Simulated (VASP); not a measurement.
Runs of VASP 6.6.1 on Co. The structure is that of space group P6/mmm (No. 191), or close to it. The cells are those of the table. This isn't the form of Co at room conditions, which is hcp.

```tsv
task	spin	cell	k mesh	cutoff (eV)	smearing	gap on the mesh (eV)	pressure (GPa)
single point	off	a = 4.003, b = 4.003, c = 2.452 Å, angles 90.0, 90.0, 120.0°, 3 atoms	11 × 11 × 15	520	fermi-dirac 0.1 eV	none	-23.6
single point	off	a = 3.906, b = 3.906, c = 2.392 Å, angles 90.0, 90.0, 120.0°, 3 atoms	11 × 11 × 15	520	fermi-dirac 0.1 eV	none	-10.4
relaxation of cell and atoms	off	relaxed from a = 3.970, b = 3.970, c = 2.434 Å, angles 90.0, 90.0, 120.0°, 3 atoms	9 × 9 × 13	600	fermi-dirac 0.1 eV	none	-0.1
single point	off	a = 3.855, b = 3.855, c = 2.361 Å, angles 90.0, 90.0, 120.0°, 3 atoms	11 × 11 × 15	520	fermi-dirac 0.1 eV	none	(b)
single point	collinear, ferromagnetic start	a = 4.053, b = 4.053, c = 2.497 Å, angles 90.0, 90.0, 120.0°, 3 atoms	11 × 11 × 15	520	fermi-dirac 0.05 eV	none	-21.0
single point	off	a = 3.803, b = 3.803, c = 2.329 Å, angles 90.0, 90.0, 120.0°, 3 atoms	11 × 11 × 15	520	fermi-dirac 0.1 eV	none	10.9
single point	off	a = 3.694, b = 3.694, c = 2.263 Å, angles 90.0, 90.0, 120.0°, 3 atoms	11 × 11 × 15	520	fermi-dirac 0.1 eV	none	(a)
single point	off	a = 3.855, b = 3.855, c = 2.361 Å, angles 90.0, 90.0, 120.0°, 3 atoms	12 × 12 × 17	520	fermi-dirac 0.1 eV	none	-1.0
```

Alike in all rows: level PBEsol; potentials or basis VASP PAW PBE potentials, release 64 (Co).

Q: Fill in the values left out.

A: (a) 44.8; (b) -0.8.

Caveats: the PAW data sets were made with another functional, which shifts forces and pressure a little; the cell stands under tension (at least some runs); the cell stands under pressure (at least some runs); the highest band is partly filled, so the run has too few bands (at least some runs).

A gap of «none» marks levels without a gap at the run's occupations.
